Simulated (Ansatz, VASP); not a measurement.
**Si in VASP and in Ansatz**

```
CELL_PARAMETERS angstrom
0.00000 8.14068 8.14068
8.14068 0.00000 8.14068
8.14068 8.14068 0.00000
ATOMIC_POSITIONS crystal
Si 0.24896 0.25169 0.58189
Si 0.24917 0.25129 0.91805
Si 0.24895 0.58175 0.25184
Si 0.24588 0.58479 0.58481
Si 0.24912 0.58147 0.91784
Si 0.24912 0.91781 0.25140
Si 0.24907 0.91760 0.58181
Si 0.24807 0.91745 0.91744
Si 0.58281 0.25378 0.25390
Si 0.57958 0.25176 0.58438
Si 0.58410 0.25324 0.90943
Si 0.57952 0.58429 0.25193
Si 0.57965 0.58437 0.58446
Si 0.58228 0.58451 0.91656
Si 0.58406 0.90926 0.25341
Si 0.58224 0.91644 0.58467
Si 0.58207 0.91665 0.91677
Si 0.91582 0.25174 0.25183
Si 0.91630 0.25200 0.57921
Si 0.91268 0.25026 0.91828
Si 0.91624 0.57920 0.25207
Si 0.91325 0.58415 0.58429
Si 0.91371 0.58401 0.91830
Si 0.91264 0.91822 0.25040
Si 0.91367 0.91816 0.58418
Si 0.91290 0.91840 0.91838
Si 0.16118 0.16691 0.16712
Si 0.16153 0.16662 0.50533
Si 0.16222 0.16785 0.83506
Si 0.16148 0.50508 0.16688
Si 0.16270 0.50133 0.50147
Si 0.16315 0.50089 0.83483
Si 0.16220 0.83494 0.16784
Si 0.16310 0.83480 0.50100
Si 0.16242 0.83495 0.83523
Si 0.63355 0.12227 0.12247
Si 0.49699 0.16619 0.50296
Si 0.49723 0.16639 0.83399
Si 0.49699 0.50286 0.16631
Si 0.49551 0.50153 0.50171
Si 0.49718 0.50233 0.83408
Si 0.49718 0.83389 0.16651
Si 0.49713 0.83398 0.50249
Si 0.49800 0.83394 0.83410
Si 0.83016 0.16675 0.16681
Si 0.83001 0.16840 0.50047
Si 0.83155 0.16709 0.83401
Si 0.82996 0.50039 0.16853
Si 0.83004 0.50064 0.50069
Si 0.83210 0.50045 0.83385
Si 0.83149 0.83416 0.16705
Si 0.83207 0.83372 0.50059
Si 0.83192 0.83369 0.83385
```

Alike in both runs: task single point; functional PBE; k mesh 1 × 1 × 1; occupations gaussian, width 0.05 eV; collinear spin.

```csv
,VASP,Ansatz
version,VASP 6.6.1,Ansatz 0.2.0
potentials or method,"VASP PAW PBE potentials, release 64 (Si), cutoff 520 eV","scalar-relativistic, plane waves, PAW"
valence electrons in the cell,212,212
```

```tsv
	VASP	Ansatz	Ansatz less VASP
gap on the k mesh at the Fermi level (eV)	0.71	0.71	-0.002
rms of the force components (eV/Å)	0.010	0.010	-0.0002
net moment per atom (μB)	0.00	0.00	0.000
```

Atom by atom the forces differ by 0.001 eV/Å (rms over components). Ansatz's warnings: seeded moment not kept.
